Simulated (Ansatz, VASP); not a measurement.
# AlCo in VASP and in Ansatz

The input INCAR:

```
SYSTEM = AlCo
  PREC = Accurate
  ENCUT = 600
  EDIFF = 1E-6
  ISMEAR = -1
  SIGMA = 0.05
  LREAL = .False.
  LASPH = .True.
  NELM = 120
  ALGO = Normal
  ISIF = 2
  LWAVE = .False.
  LCHARG = .True.
  GGA = PE
  LELF = .True.
  LVHAR = .True.
  NBANDS = 28
  GGA_COMPAT = .False.
```

Contents of KPOINTS:

```
Automatic mesh
0
Gamma
  10 10 6
  0 0 0
```

File POSCAR:

```
AlCo
1.0
    2.7294172933      0.0000000000      0.0000000000
   -1.3647086466      2.3637447135      0.0000000000
    0.0000000000      0.0000000000      7.5731822471
Co Al
2 2
Direct
    0.0000000000      0.0000000000      0.0000000000
    0.0000000000      0.0000000000      0.5000000000
    0.3333333333      0.6666666667      0.2500000000
    0.6666666667      0.3333333333      0.7500000000
```

Input for Ansatz:

```yaml
crystal:
  lattice:
    - [2.7294172933, 0.0, 0.0]
    - [-1.3647086466, 2.3637447135, 0.0]
    - [0.0, 0.0, 7.5731822471]
  atoms:
    - { symbol: Co, position: [0.0, 0.0, 0.0] }
    - { symbol: Co, position: [0.0, 0.0, 0.5] }
    - { symbol: Al, position: [0.3333333333, 0.6666666667, 0.25] }
    - { symbol: Al, position: [0.6666666667, 0.3333333333, 0.75] }
kpoints:
  mp_grid: { grid: [10, 10, 6] }
  band_path:
    path:
      - [0.0, 0.0, 0.0]
      - [0.5, 0.0, 0.0]
      - [0.3333333333, 0.3333333333, 0.0]
      - [0.0, 0.0, 0.0]
      - [0.0, 0.0, 0.5]
      - [0.5, 0.0, 0.5]
      - [0.3333333333, 0.3333333333, 0.5]
      - [0.0, 0.0, 0.5]
      - [0.5, 0.0, 0.5]
    npoints: 8
scf:
  occupations: { method: fermi_dirac, width: 0.05 }
hamiltonian:
  xc: pbe
  pseudopotentials: { kind: paw }
output:
  forces: true
  stress: true
  eigenvalues: true
  populations: true
  dos: { projected: true, de: 0.2, e_range: [-14, 8] }
```

Change from the starting cell: volume scaled by 1, PAW files.

Alike in both runs: task single point; functional PBE; k mesh 10 × 10 × 6; occupations fermi-dirac, width 0.05 eV; no spin polarisation.

|  | VASP | Ansatz |
| --- | --- | --- |
| version | VASP 6.6.1 | Ansatz 0.2.0 |
| potentials or method | VASP PAW PBE potentials, release 64 (Co_sv, Al) | PAW with Ansatz's default frozen-core files, scalar-relativistic |
| plane-wave cutoff (eV) | 600 | 420 |
| valence electrons in the cell | 40 | 40 |

```csv
,VASP,Ansatz,Ansatz less VASP
pressure (GPa),-1.4,0.0,+1.42
```

With one functional, cell and mesh, what is left measures potentials, basis and numerics.
